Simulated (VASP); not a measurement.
# SiC (P6_3mc) in VASP: notebook

The runs below take SiC through single point, with PBEsol, r2SCAN.

Program: VASP 6.6.1. These are calculated values, not measurements. Logs are shortened: lines on timing, memory, paths and dates and some standing lists are left out, and cuts for length are marked.

## Step 1: The cell of the first run

The structure is hexagonal, space group P6_3mc (No. 186). Conventional cell: a = 3.078 Å, b = 3.078 Å, c = 10.076 Å, α = 90.00°, β = 90.00°, γ = 120.00°. Within 2.5 Å of Si (site symmetry 3m) lie 4 C at 1.88 to 1.89 Å. Within 2.5 Å of Si (site symmetry 3m) lie 4 C at 1.89 Å. Within 2.5 Å of C (site symmetry 3m) lie 4 Si at 1.89 Å. C (site symmetry 3m) has 4 Si at 1.88 to 1.89 Å within 2.5 Å.

## Step 2: Single point, PBEsol

Contents of INCAR:

```
SYSTEM = SiC
PREC = Accurate
ENCUT = 520
EDIFF = 1E-6
ISMEAR = -1
SIGMA = 0.05
LREAL = Auto
LASPH = .TRUE.
NELM = 80
ALGO = Normal
ISIF = 2
LWAVE = .FALSE.
LCHARG = .TRUE.
GGA = PS
LELF = .TRUE.
LVHAR = .TRUE.
NBANDS = 246
```

Contents of KPOINTS:

```
regular mesh
0
G
  1 1 1
  0 0 0
```

Contents of POSCAR:

```
SiC
1.0
    9.2342040000      0.0000000000      0.0000000000
    0.0000000000     10.6627400000      0.0000000000
    0.0000000000      0.0000000000     10.0759470000
Si C
48 48
Direct
    0.0000000000      0.0000000000      0.4998400000
    0.3333330000      0.0000000000      0.4998400000
    0.1666670000      0.2500000000      0.4998400000
    0.0000000000      0.5000000000      0.4998400000
    0.6666670000      0.0000000000      0.4998400000
    0.5000000000      0.2500000000      0.4998400000
    0.3333330000      0.5000000000      0.4998400000
    0.1666670000      0.7500000000      0.4998400000
    0.8333330000      0.2500000000      0.4998400000
    0.6666670000      0.5000000000      0.4998400000
    0.5000000000      0.7500000000      0.4998400000
    0.8333330000      0.7500000000      0.4998400000
    0.0000000000      0.1666670000      0.2499120000
    0.3333330000      0.1666670000      0.2499120000
    0.1666670000      0.4166670000      0.2499120000
    0.0000000000      0.6666670000      0.2499120000
    0.6666670000      0.1666670000      0.2499120000
    0.5000000000      0.4166670000      0.2499120000
    0.3333330000      0.6666670000      0.2499120000
    0.1666670000      0.9166670000      0.2499120000
    0.8333330000      0.4166670000      0.2499120000
    0.6666670000      0.6666670000      0.2499120000
    0.5000000000      0.9166670000      0.2499120000
    0.8333330000      0.9166670000      0.2499120000
    0.1666670000      0.0833330000      0.7499120000
    0.0000000000      0.3333330000      0.7499120000
    0.5000000000      0.0833330000      0.7499120000
    0.3333330000      0.3333330000      0.7499120000
    0.1666670000      0.5833330000      0.7499120000
    0.0000000000      0.8333330000      0.7499120000
    0.8333330000      0.0833330000      0.7499120000
    0.6666670000      0.3333330000      0.7499120000
    0.5000000000      0.5833330000      0.7499120000
    0.3333330000      0.8333330000      0.7499120000
    0.8333330000      0.5833330000      0.7499120000
    0.6666670000      0.8333330000      0.7499120000
    0.0000000000      0.0000000000      0.9998400000
    0.3333330000      0.0000000000      0.9998400000
    0.1666670000      0.2500000000      0.9998400000
    0.0000000000      0.5000000000      0.9998400000
    0.6666670000      0.0000000000      0.9998400000
    0.5000000000      0.2500000000      0.9998400000
    0.3333330000      0.5000000000      0.9998400000
    0.1666670000      0.7500000000      0.9998400000
    0.8333330000      0.2500000000      0.9998400000
    0.6666670000      0.5000000000      0.9998400000
    0.5000000000      0.7500000000      0.9998400000
    0.8333330000      0.7500000000      0.9998400000
    0.0000000000      0.0000000000      0.1873030000
    0.3333330000      0.0000000000      0.1873030000
    0.1666670000      0.2500000000      0.1873030000
    0.0000000000      0.5000000000      0.1873030000
    0.6666670000      0.0000000000      0.1873030000
    0.5000000000      0.2500000000      0.1873030000
    0.3333330000      0.5000000000      0.1873030000
    0.1666670000      0.7500000000      0.1873030000
    0.8333330000      0.2500000000      0.1873030000
    0.6666670000      0.5000000000      0.1873030000
    0.5000000000      0.7500000000      0.1873030000
    0.8333330000      0.7500000000      0.1873030000
    0.0000000000      0.0000000000      0.6873030000
    0.3333330000      0.0000000000      0.6873030000
    0.1666670000      0.2500000000      0.6873030000
    0.0000000000      0.5000000000      0.6873030000
    0.6666670000      0.0000000000      0.6873030000
    0.5000000000      0.2500000000      0.6873030000
    0.3333330000      0.5000000000      0.6873030000
    0.1666670000      0.7500000000      0.6873030000
    0.8333330000      0.2500000000      0.6873030000
    0.6666670000      0.5000000000      0.6873030000
    0.5000000000      0.7500000000      0.6873030000
    0.8333330000      0.7500000000      0.6873030000
    0.0000000000      0.1666670000      0.4379450000
    0.3333330000      0.1666670000      0.4379450000
    0.1666670000      0.4166670000      0.4379450000
    0.0000000000      0.6666670000      0.4379450000
    0.6666670000      0.1666670000      0.4379450000
    0.5000000000      0.4166670000      0.4379450000
    0.3333330000      0.6666670000      0.4379450000
    0.1666670000      0.9166670000      0.4379450000
    0.8333330000      0.4166670000      0.4379450000
    0.6666670000      0.6666670000      0.4379450000
    0.5000000000      0.9166670000      0.4379450000
    0.8333330000      0.9166670000      0.4379450000
    0.1666670000      0.0833330000      0.9379450000
    0.0000000000      0.3333330000      0.9379450000
    0.5000000000      0.0833330000      0.9379450000
    0.3333330000      0.3333330000      0.9379450000
    0.1666670000      0.5833330000      0.9379450000
    0.0000000000      0.8333330000      0.9379450000
    0.8333330000      0.0833330000      0.9379450000
    0.6666670000      0.3333330000      0.9379450000
    0.5000000000      0.5833330000      0.9379450000
    0.3333330000      0.8333330000      0.9379450000
    0.8333330000      0.5833330000      0.9379450000
    0.6666670000      0.8333330000      0.9379450000
```

Potentials or basis: VASP PAW PBE potentials, release 64 (Si, C).

The run is started by

```console
$ cat potpaw_PBE.64/Si/POTCAR potpaw_PBE.64/C/POTCAR > POTCAR
$ mpirun -np 1 vasp_gam > vasp.out
```

OUTCAR:

```text
SYSTEM = SiC
   PREC = Accurate
   ENCUT = 520
   EDIFF = 1E-6
   ISMEAR = -1
   LREAL = Auto
   LASPH = .TRUE.
   NELM = 80
   ISIF = 2
   GGA = PS

 ion  position               nearest neighbor table
   1  0.000  0.000  0.500-  80 1.88  84 1.88  73 1.88  61 1.89   2 3.08   5 3.08   3 3.08   8 3.08
                             9 3.08  12 3.08  20 3.08  24 3.08  13 3.08  25 3.08  31 3.08  30 3.08
   2  0.333  0.000  0.500-  80 1.88  83 1.88  74 1.88  62 1.89   3 3.08   8 3.08   1 3.08   6 3.08
                            11 3.08   5 3.08  20 3.08  23 3.08  14 3.08  25 3.08  27 3.08  34 3.08
   3  0.167  0.250  0.500-  74 1.88  73 1.88  75 1.88  63 1.89   2 3.08   7 3.08   6 3.08   1 3.08
                             4 3.08   9 3.08  14 3.08  13 3.08  15 3.08  28 3.08  26 3.08  25 3.08
   4  0.000  0.500  0.500-  75 1.88  81 1.88  76 1.88  64 1.89   7 3.08  10 3.08   8 3.08   9 3.08
                             3 3.08  12 3.08  15 3.08  21 3.08  16 3.08  29 3.08  35 3.08  26 3.08
   5  0.667  0.000  0.500-  84 1.88  83 1.88  77 1.88  65 1.89   9 3.08  12 3.08   1 3.08  11 3.08
                             6 3.08   2 3.08  24 3.08  23 3.08  17 3.08  31 3.08  27 3.08  36 3.08
   6  0.500  0.250  0.500-  74 1.88  77 1.88  78 1.88  66 1.89   3 3.08   9 3.08   5 3.08   7 3.08
                             2 3.08  10 3.08  14 3.08  17 3.08  18 3.08  28 3.08  32 3.08  27 3.08
   7  0.333  0.500  0.500-  75 1.88  78 1.88  79 1.88  67 1.89   3 3.08   8 3.08   4 3.08   6 3.08
                            11 3.08  10 3.08  15 3.08  18 3.08  19 3.08  29 3.08  33 3.08  28 3.08
   8  0.167  0.750  0.500-  79 1.88  76 1.88  80 1.88  68 1.89   2 3.08   7 3.08  11 3.08   1 3.08
                             4 3.08  12 3.08  19 3.08  16 3.08  20 3.08  34 3.08  30 3.08  29 3.08
   9  0.833  0.250  0.500-  77 1.88  73 1.88  81 1.88  69 1.89   5 3.08  10 3.08   6 3.08   4 3.08
[... 125 lines left out ...]
  95  0.833  0.583  0.938-  46 1.88  40 1.88  48 1.88  35 1.89
  96  0.667  0.833  0.938-  48 1.88  47 1.88  41 1.88  36 1.89

  LATTYP: Found a simple orthorhombic cell.
 ALAT       =     9.2342040000
 B/A-ratio  =     1.0911549063
 C/A-ratio  =     1.1547005026

  Lattice vectors:

 A1 = (  -9.2342040000,   0.0000000000,   0.0000000000)
 A2 = (   0.0000000000,   0.0000000000,  10.0759470000)
 A3 = (   0.0000000000,  10.6627400000,   0.0000000000)

Analysis of symmetry for initial positions (statically):
=====================================================================
 Subroutine PRICEL returns following result:

  LATTYP: Found a hexagonal cell.
 ALAT       =     3.0780741561
 C/A-ratio  =     3.2734581719

  Lattice vectors:

 A1 = (  -3.0780741561,   0.0000000000,   0.0000000000)
 A2 = (   1.5390370781,  -2.6656850000,   0.0000000000)
 A3 = (   0.0000000000,   0.0000000000,  10.0759470000)

  12 primitive cells build up your supercell.

 Routine SETGRP: Setting up the symmetry group for a
 simple orthorhombic supercell.

 Subroutine GETGRP returns: Found  4 space group operations
 (whereof  2 operations were pure point group operations)
 out of a pool of  8 trial point group operations.

The static configuration has the point symmetry C_1h.
 The point group associated with its full space group is C_2v.

Analysis of symmetry for dynamics (positions and initial velocities):
=====================================================================
 Subroutine PRICEL returns following result:

  LATTYP: Found a hexagonal cell.
 ALAT       =     3.0780741561
 C/A-ratio  =     3.2734581719
[... 88 lines left out ...]
   number of dos      NEDOS =    301   number of ions     NIONS =     96
   total plane-waves  NPLWV = 448000
   dimension x,y,z NGX =    70 NGY =   80 NGZ =   80
   dimension x,y,z NGXF=   140 NGYF=  160 NGZF=  160
   ions per type =              48  48
   NGX,Y,Z   is equivalent  to a cutoff of  12.60, 12.47, 13.20 a.u.
   NGXF,Y,Z  is equivalent  to a cutoff of  25.20, 24.95, 26.40 a.u.
 SYSTEM =  SiC
   PREC   = accura    normal or accurate (medium, high low for compatibility)
   ISTART =      0    job   : 0-new  1-cont  2-samecut
   ICHARG =      2    charge: 1-file 2-atom 10-const
   ISPIN  =      1    spin polarized calculation?
   LNONCOLLINEAR =      F non collinear calculations
   LSORBIT =      F    spin-orbit coupling
   LASPH  =      T    aspherical Exc in radial PAW
   ENCUT  =  520.0 eV  38.22 Ry    6.18 a.u.  17.17 19.83 18.73*2*pi/ulx,y,z
   NELM   =     80;   NELMIN=  2; NELMDL= -5     # of ELM steps
   EDIFF  = 0.1E-05   stopping-criterion for ELM
   LREAL  =      T    real-space projection
   EDIFFG = 0.1E-04   stopping-criterion for IOM
   NSW    =      0    number of steps for IOM
   IBRION =     -1    ionic relax: 0-MD 1-quasi-New 2-CG
   NFREE  =      0    steps in history (QN), initial steepest desc. (CG)
   ISIF   =      2    stress and relaxation
   ISYM   =      2    0-nonsym 1-usesym 2-fastsym
   POTIM  = 0.5000    time-step for ionic-motion
   TEBEG  =    0.0;   TEEND  =   0.0 temperature during run
   PSTRESS=    0.0 pullay stress
   NELECT =     384.0000    total number of electrons
   NUPDOWN=      -1.0000    fix difference up-down
   EMIN   =  10.00;   EMAX   =-10.00  energy-range for DOS
   EFERMI =   0.00;   METHOD = LEGACY
   ISMEAR =    -1;   SIGMA  =   0.05  broadening in eV -4-tet -1-fermi 0-gaus
   EFERMI_NEDOS =   21; number of points for ismear=-14 and -15
   IALGO  =     38    algorithm
   IMIX   =      4    mixing-type and parameters
     AMIX     =   0.40;   BMIX     =  1.00
     AMIX_MAG =   1.60;   BMIX_MAG =  1.00
  volume/ion in A,a.u.               =      10.33        69.74
  Fermi-wavevector in a.u.,A,eV,Ry     =   1.193073  2.254582 19.366863  1.423424
  Thomas-Fermi vector in A             =   2.329097
   LORBIT       =      0    0 simple, 1 ext, 2 COOP (PROOUT), +10 PAW based schemes
   GGA     = PS    functional components
   LHFCALC =     F    Hartree Fock is set to
   AEXX    =    0.0000 exact exchange contribution
   IVDW    =     0    specifies the selected vdW correction
   LEPSILON=     F    determine dielectric tensor
   LRPA    =     F    only Hartree local field effects (RPA)
 non-spin polarized calculation
  energy-cutoff  :      520.00
  volume of cell :      992.10
 maximum number of plane-waves:     13365
 NGX is ok and might be reduce to    70
   NGX = 35   NGY = 39   NGZ = 37

 number of electron     384.0000025 magnetization

 Free energy of the ion-electron system (eV)
  ---------------------------------------------------
  ext. energy  EPLUGINS =         0.00000000
  ---------------------------------------------------
  free energy    TOTEN  =      -759.97354546 eV

  energy without entropy =     -759.97354545  energy(sigma->0) =     -759.97354546

 E-fermi :   9.2253     XC(G=0): -11.5018

 val. band max:        8.1625294535   @ k =   0.0000   0.0000   0.0000
 cond. band min:      10.2515881601   @ k =   0.0000   0.0000   0.0000
 fundamental gap:      2.0890587066
 Fermi energy:         9.2253282484

 k-point     1 :       0.0000    0.0000    0.0000
  band No.  band energies     occupation
      1      -7.3614      2.00000
      2      -6.2890      2.00000
      3      -6.2890      2.00000
      4      -6.1724      2.00000
      5      -6.1444      2.00000
      6      -5.9413      2.00000
[... 196 lines left out ...]
    203      11.8125      0.00000
    204      11.8125      0.00000
 [bands above 204 left out]

------------------------ aborting loop because EDIFF is reached ----------------------------------------

  FORCE on cell =-STRESS in cart. coord.  units (eV):
  Direction    XX          YY          ZZ          XY          YZ          ZX
  --------------------------------------------------------------------------------------
  -------------------------------------------------------------------------------------
  Total       13.7024706     -4.9851353     -0.8542526      0.0000000      0.0000000      0.0000000
  in kB       22.1286696     -8.0506950     -1.3795668      0.0000000      0.0000000      0.0000000
  external PRESSURE =       4.2328026 kB  Pullay stress =       0.0000000 kB

 VOLUME and BASIS-vectors are now :
 -----------------------------------------------------------------------------
  energy-cutoff  :      520.00
  volume of cell :      992.10
      direct lattice vectors                 reciprocal lattice vectors
     9.234204000  0.000000000  0.000000000     0.108293037  0.000000000  0.000000000
     0.000000000 10.662740000  0.000000000     0.000000000  0.093784524  0.000000000
     0.000000000  0.000000000 10.075947000     0.000000000  0.000000000  0.099246254

 POSITION                                       TOTAL-FORCE (eV/Angst)
 -----------------------------------------------------------------------------------
      0.00000      0.00000      5.03636         0.000000     -0.058224      0.059556
      3.07806      0.00000      5.03636         0.000000     -0.058224      0.059556
      1.53904      2.66568      5.03636         0.000000     -0.058224      0.059556
      0.00000      5.33137      5.03636         0.000000     -0.058224      0.059556
      6.15614      0.00000      5.03636         0.000000     -0.058224      0.059556
      4.61710      2.66568      5.03636         0.000000     -0.058224      0.059556
[... 88 lines left out ...]
      7.69517      6.21993      9.45068        -0.000000     -0.094773      0.077765
      6.15614      8.88561      9.45068         0.000000     -0.094773      0.077765
 -----------------------------------------------------------------------------------
    total drift:                                0.000000      0.000000      0.006401

  FREE ENERGIE OF THE ION-ELECTRON SYSTEM (eV)
  ---------------------------------------------------
  free  energy   TOTEN  =      -759.9735454589 eV

  energy  without entropy=     -759.9735454531  energy(sigma->0) =     -759.97354546
```

Wall time 8 min (1 thread of Intel Xeon Platinum 8259CL at 2.50GHz (Skylake/Cascade Lake), shared host); peak memory 0.81 GiB.

Results:

| Property | Result |
| --- | --- |
| Free energy | -759.9735 eV |
| Pressure | 0.4 GPa |
| Largest force | 0.123 eV/Å |
| Band gap on the k mesh | 2.09 eV |

Forces in eV/Å, atoms in the order of the input:
```
Si   0.000 -0.058  0.060
Si   0.000 -0.058  0.060
Si   0.000 -0.058  0.060
Si   0.000 -0.058  0.060
Si   0.000 -0.058  0.060
Si   0.000 -0.058  0.060
Si   0.000 -0.058  0.060
Si   0.000 -0.058  0.060
Si   0.000 -0.058  0.060
Si   0.000 -0.058  0.060
Si   0.000 -0.058  0.060
Si   0.000 -0.058  0.060
Si   0.000  0.038 -0.106
Si   0.000  0.038 -0.106
Si   0.000  0.038 -0.106
Si   0.000  0.038 -0.106
Si   0.000  0.038 -0.106
Si   0.000  0.038 -0.106
Si   0.000  0.038 -0.106
Si   0.000  0.038 -0.106
Si   0.000  0.038 -0.106
Si   0.000  0.038 -0.106
Si   0.000  0.038 -0.106
Si   0.000  0.038 -0.106
Si   0.000 -0.038 -0.106
Si   0.000 -0.038 -0.106
Si   0.000 -0.038 -0.106
Si   0.000 -0.038 -0.106
Si   0.000 -0.038 -0.106
Si   0.000 -0.038 -0.106
Si   0.000 -0.038 -0.106
Si   0.000 -0.038 -0.106
Si   0.000 -0.038 -0.106
Si   0.000 -0.038 -0.106
Si   0.000 -0.038 -0.106
Si   0.000 -0.038 -0.106
Si   0.000  0.058  0.060
Si   0.000  0.058  0.060
Si   0.000  0.058  0.060
Si   0.000  0.058  0.060
Si   0.000  0.058  0.060
Si   0.000  0.058  0.060
Si   0.000  0.058  0.060
Si   0.000  0.058  0.060
Si   0.000  0.058  0.060
Si   0.000  0.058  0.060
Si   0.000  0.058  0.060
Si   0.000  0.058  0.060
C    0.000 -0.039 -0.032
C    0.000 -0.039 -0.032
C    0.000 -0.039 -0.032
C    0.000 -0.039 -0.032
C    0.000 -0.039 -0.032
C    0.000 -0.039 -0.032
C    0.000 -0.039 -0.032
C    0.000 -0.039 -0.032
C    0.000 -0.039 -0.032
C    0.000 -0.039 -0.032
C    0.000 -0.039 -0.032
C    0.000 -0.039 -0.032
C    0.000  0.039 -0.032
C    0.000  0.039 -0.032
C    0.000  0.039 -0.032
C    0.000  0.039 -0.032
C    0.000  0.039 -0.032
C    0.000  0.039 -0.032
C    0.000  0.039 -0.032
C    0.000  0.039 -0.032
C    0.000  0.039 -0.032
C    0.000  0.039 -0.032
C    0.000  0.039 -0.032
C    0.000  0.039 -0.032
C    0.000  0.095  0.078
C    0.000  0.095  0.078
C    0.000  0.095  0.078
C    0.000  0.095  0.078
C    0.000  0.095  0.078
C    0.000  0.095  0.078
C    0.000  0.095  0.078
C    0.000  0.095  0.078
C    0.000  0.095  0.078
C    0.000  0.095  0.078
C    0.000  0.095  0.078
C    0.000  0.095  0.078
C    0.000 -0.095  0.078
C    0.000 -0.095  0.078
C    0.000 -0.095  0.078
C    0.000 -0.095  0.078
C    0.000 -0.095  0.078
C    0.000 -0.095  0.078
C    0.000 -0.095  0.078
C    0.000 -0.095  0.078
C    0.000 -0.095  0.078
C    0.000 -0.095  0.078
C    0.000 -0.095  0.078
C    0.000 -0.095  0.078
```

Stress tensor (GPa, compression positive):
```
 2.21  0.00  0.00
 0.00 -0.81  0.00
 0.00  0.00 -0.14
```

Caveat: the k points lie up to 0.68 Å⁻¹ apart; the PAW data sets were made with another functional, which shifts forces and pressure a little; an odd mesh through Γ misses points on the zone boundary, where band edges can lie.

(Continued in part 2 of 2.)
